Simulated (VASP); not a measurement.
# GaSi16 (a cell with a defect) in VASP: single point with PBE+D3(BJ)

Aim: the single point of GaSi16 (a cell with a defect) with PBE+D3(BJ).

Program: VASP 6.6.1. These are calculated values, not measurements. Logs are shortened: lines on timing, memory, paths and dates and some standing lists are left out, and cuts for length are marked.

## Step 1: The cell of the first run

The cell holds a defect, 17 atoms: a = 7.679 Å, b = 7.679 Å, c = 7.679 Å, α = 60.00°, β = 60.00°, γ = 60.00°.

## Step 2: Single point, PBE+D3(BJ), collinear spin, zero start

File INCAR:

```
SYSTEM = GaSi16
ALGO = Normal ; EDIFF = 1E-6
ENCUT = 520 ; GGA = PE
ISIF = 2 ; ISMEAR = 0
ISPIN = 2 ; IVDW = 12
LASPH = .TRUE. ; LCHARG = .FALSE.
LORBIT = 11 ; LREAL = Auto
LWAVE = .FALSE. ; MAGMOM = 0 0 0 0 0 0 0 0 0 0 0 0 0 0 0 0 0
NBANDS = 56 ; NELM = 150
PREC = Accurate ; SIGMA = 0.02
```

File KPOINTS:

```
k-points
0
G
  2 2 2
  0 0 0
```

File POSCAR:

```
GaSi16
1.0
    0.0000000000      5.4300000000      5.4300000000
    5.4300000000      0.0000000000      5.4300000000
    5.4300000000      5.4300000000      0.0000000000
Si Ga
16 1
Direct
    0.0198516575      0.0192582873     -0.0589293738
    0.1144313996      0.1138859116      0.1156155617
   -0.0008186004     -0.0014036832      0.4882441989
    0.1449886740      0.1444004604      0.5656557090
   -0.0307802026      0.5103417127      0.0096081952
    0.1144521179      0.6555025783      0.1156182320
   -0.0008223757      0.5134209024      0.4882551565
    0.1113220994      0.6255725599      0.6369850829
    0.5109107735     -0.0313919890      0.0096019337
    0.6561023020      0.1138800184      0.1156170350
    0.5140112339     -0.0014047882      0.4882445672
    0.6261571823      0.1107297422      0.6369884899
    0.5108618785      0.5103418048      0.0096093923
    0.6054802947      0.6048909761      0.1841821363
    0.4803410681      0.4797499079      0.5596001842
    0.6261520258      0.6255717311      0.6369866483
    0.3127034070      0.3120452118      1.0625862799
```

Potentials or basis: VASP PAW PBE potentials, release 64 (Si, Ga_d).

On the command line:

```sh
$ cat potpaw_PBE.64/Si/POTCAR potpaw_PBE.64/Ga_d/POTCAR > POTCAR
$ mpirun -np 1 vasp_std > vasp.out
```

OUTCAR:

```text
SYSTEM = GaSi16
   EDIFF = 1E-6
   ENCUT = 520
   GGA = PE
   ISIF = 2
   ISMEAR = 0
   ISPIN = 2
   IVDW = 12
   LASPH = .TRUE.
   LORBIT = 11
   LREAL = Auto
   NELM = 150
   PREC = Accurate
 IVDW          = 12

 ion  position               nearest neighbor table
   1  0.020  0.019  0.941-  10 2.31   2 2.31   6 2.31   4 2.35
   2  0.114  0.114  0.116-   1 2.31   3 2.34  17 2.42   5 2.49   9 2.49
   3  0.999  0.999  0.488-   4 2.33   2 2.34   8 2.34  12 2.34
   4  0.145  0.144  0.566-   7 2.33  11 2.33   3 2.33   1 2.35
   5  0.969  0.510  0.010-  14 2.31   8 2.34  17 2.42   6 2.49   2 2.49
   6  0.114  0.656  0.116-   1 2.31   7 2.34  17 2.42   5 2.49  13 2.49
   7  0.999  0.513  0.488-   4 2.33   6 2.34  16 2.34   8 2.34
   8  0.111  0.626  0.637-  15 2.33   5 2.34   3 2.34   7 2.34
   9  0.511  0.969  0.010-  14 2.31  12 2.34  17 2.42  10 2.49   2 2.49
  10  0.656  0.114  0.116-   1 2.31  11 2.34  17 2.42  13 2.49   9 2.49
  11  0.514  0.999  0.488-   4 2.33  10 2.34  16 2.34  12 2.34
  12  0.626  0.111  0.637-  15 2.33   9 2.34   3 2.34  11 2.34
  13  0.511  0.510  0.010-  14 2.31  16 2.34  17 2.42   6 2.49  10 2.49
  14  0.605  0.605  0.184-   9 2.31   5 2.31  13 2.31  15 2.35
  15  0.480  0.480  0.560-   8 2.33  16 2.33  12 2.33  14 2.35
  16  0.626  0.626  0.637-  15 2.33  13 2.34  11 2.34   7 2.34
  17  0.313  0.312  0.063-  10 2.42   2 2.42   9 2.42  13 2.42   6 2.42   5 2.42

  LATTYP: Found a face centered cubic cell.
 ALAT       =    10.8600000000

  Lattice vectors:

 A1 = (   0.0000000000,   5.4300000000,   5.4300000000)
 A2 = (   5.4300000000,   0.0000000000,   5.4300000000)
 A3 = (   5.4300000000,   5.4300000000,   0.0000000000)

Analysis of symmetry for initial positions (statically):
=====================================================================
 Subroutine PRICEL returns:
 Original cell was already a primitive cell.

 Routine SETGRP: Setting up the symmetry group for a
 face centered cubic supercell.

 Subroutine GETGRP returns: Found  1 space group operations
 (whereof  1 operations were pure point group operations)
 out of a pool of 48 trial point group operations.

The static configuration has the point symmetry C_1 .

Analysis of symmetry for dynamics (positions and initial velocities):
=====================================================================
 Subroutine PRICEL returns:
 Original cell was already a primitive cell.

 Routine SETGRP: Setting up the symmetry group for a
 face centered cubic supercell.

 Subroutine GETGRP returns: Found  1 space group operations
 (whereof  1 operations were pure point group operations)
 out of a pool of 48 trial point group operations.

The dynamic configuration has the point symmetry C_1 .

Analysis of structural, dynamic, and magnetic symmetry:
[... 173 lines left out ...]
  energy without entropy =      -84.91956732  energy(sigma->0) =      -84.92039741

 E-fermi :   6.7232     XC(G=0):  -9.7462

 val. band max:        6.6980320999   @ k =   0.0000   0.5000   0.0000
 cond. band min:       6.7455513244   @ k =   0.0000   0.0000   0.0000
 fundamental gap:      0.0475192245
 Fermi energy:         6.7231795218

 spin component 1

 k-point     1 :       0.0000    0.0000    0.0000
  band No.  band energies     occupation
      1      -8.6156      1.00000
      2      -8.6156      1.00000
      3      -8.5247      1.00000
      4      -8.4415      1.00000
      5      -8.4415      1.00000
      6      -6.0446      1.00000
[... 413 lines left out ...]
     49      10.3423      0.00000
     50      10.4998      0.00000
 Fermi energy:         6.7231795218

 spin component 2

 k-point     1 :       0.0000    0.0000    0.0000
  band No.  band energies     occupation
      1      -8.6157      1.00000
      2      -8.6156      1.00000
      3      -8.5247      1.00000
      4      -8.4415      1.00000
      5      -8.4415      1.00000
      6      -6.0446      1.00000
[... 413 lines left out ...]
     49      10.3423      0.00000
     50      10.4998      0.00000
 [bands above 50 left out]

------------------------ aborting loop because EDIFF is reached ----------------------------------------

 Edisp (eV)   -5.62334

 E8    (eV) :    -2.3447

  FORCE on cell =-STRESS in cart. coord.  units (eV):
  Direction    XX          YY          ZZ          XY          YZ          ZX
  --------------------------------------------------------------------------------------
  -------------------------------------------------------------------------------------
  Total       5.98770     5.98510     5.98559    -1.70019     1.70041     1.69957
  in kB      29.95997    29.94692    29.94941    -8.50702     8.50816     8.50394
  external pressure =       29.95 kB  Pullay stress =        0.00 kB

 VOLUME and BASIS-vectors are now :
 -----------------------------------------------------------------------------
  energy-cutoff  :      520.00
  volume of cell :      320.21
      direct lattice vectors                 reciprocal lattice vectors
     0.000000000  5.430000000  5.430000000    -0.092081031  0.092081031  0.092081031
     5.430000000  0.000000000  5.430000000     0.092081031 -0.092081031  0.092081031
     5.430000000  5.430000000  0.000000000     0.092081031  0.092081031 -0.092081031

 POSITION                                       TOTAL-FORCE (eV/Angst)
 -----------------------------------------------------------------------------------
      5.21459      5.21781      0.21237        -0.016877     -0.016686      0.016723
      1.24619      1.24915      1.23976         0.004196      0.004480      0.029316
      8.07354      8.07672     10.84793         0.012685      0.012273     -0.035111
      3.85560      3.85880      1.57138        -0.006027     -0.007204      0.006981
      2.82333      5.31504      8.03402        -0.005223      0.030591      0.004219
      4.18719      1.24928      4.18085        -0.028516      0.004460     -0.004288
[... 9 lines left out ...]
      6.85569      6.85884      6.79686        -0.013036     -0.013192      0.035101
      2.03425      2.03782      3.39239         0.000318     -0.001338      0.001184
 -----------------------------------------------------------------------------------
    total drift:                               -0.002610      0.000232      0.000223

  FREE ENERGIE OF THE ION-ELECTRON SYSTEM (eV)
  ---------------------------------------------------
  free  energy   TOTEN  =       -90.5445722044 eV

  energy  without entropy=      -90.5429120266  energy(sigma->0) =      -90.54374212

 total charge

# of ion       s       p       d       tot
------------------------------------------
    1        0.761   0.958   0.000   1.719
    2        0.760   0.913   0.000   1.673
    3        0.745   0.949   0.000   1.694
    4        0.744   0.949   0.000   1.693
    5        0.760   0.913   0.000   1.673
    6        0.760   0.913   0.000   1.673
[... 9 lines left out ...]
   16        0.745   0.949   0.000   1.694
   17        1.039   0.845  10.041  11.925
--------------------------------------------------
tot         13.076  15.834  10.041  38.951

 magnetization (x)

# of ion       s       p       d       tot
------------------------------------------
    1        0.000   0.000   0.000   0.000
    2        0.000   0.000   0.000   0.000
    3        0.000   0.000   0.000   0.000
    4        0.000   0.000   0.000   0.000
    5        0.000   0.000   0.000   0.000
    6        0.000   0.000   0.000   0.000
[... 9 lines left out ...]
   16       -0.000  -0.000   0.000  -0.000
   17        0.000   0.000   0.000   0.000
--------------------------------------------------
tot          0.000   0.000   0.000   0.000
```

Run time: 15 min. Hardware: 1 thread of Intel Xeon 8259CL, shared host; peak memory 0.72 GiB.

What came out:

```
Free energy                                           : -90.5446 eV
Pressure                                              : 3.0 GPa
Largest force                                         : 0.040 eV/Å
Net moment                                            : 0.00 μB per cell
Valence electrons inside the program's atomic spheres : Si 1.72, 1.67, 1.69 (each value once); Ga 11.93
Dispersion energy per atom                            : -0.331 eV
```

Forces in eV/Å, atoms in the order of the input:
```
Si  -0.017 -0.017  0.017
Si   0.004  0.004  0.029
Si   0.013  0.012 -0.035
Si  -0.006 -0.007  0.007
Si  -0.005  0.031  0.004
Si  -0.029  0.004 -0.004
Si   0.035  0.013 -0.013
Si  -0.013 -0.035  0.013
Si   0.031 -0.004  0.003
Si   0.004 -0.029 -0.004
Si   0.013  0.035 -0.012
Si  -0.036 -0.014  0.013
Si  -0.005 -0.004 -0.030
Si   0.017  0.017 -0.017
Si   0.007  0.008 -0.008
Si  -0.013 -0.013  0.035
Ga   0.000 -0.001  0.001
```

Stress tensor (GPa, compression positive):
```
 3.00 -0.85  0.85
-0.85  2.99  0.85
 0.85  0.85  2.99
```

Caveat: the k points lie up to 0.50 Å⁻¹ apart; no moment was typed at the start, so none could form.
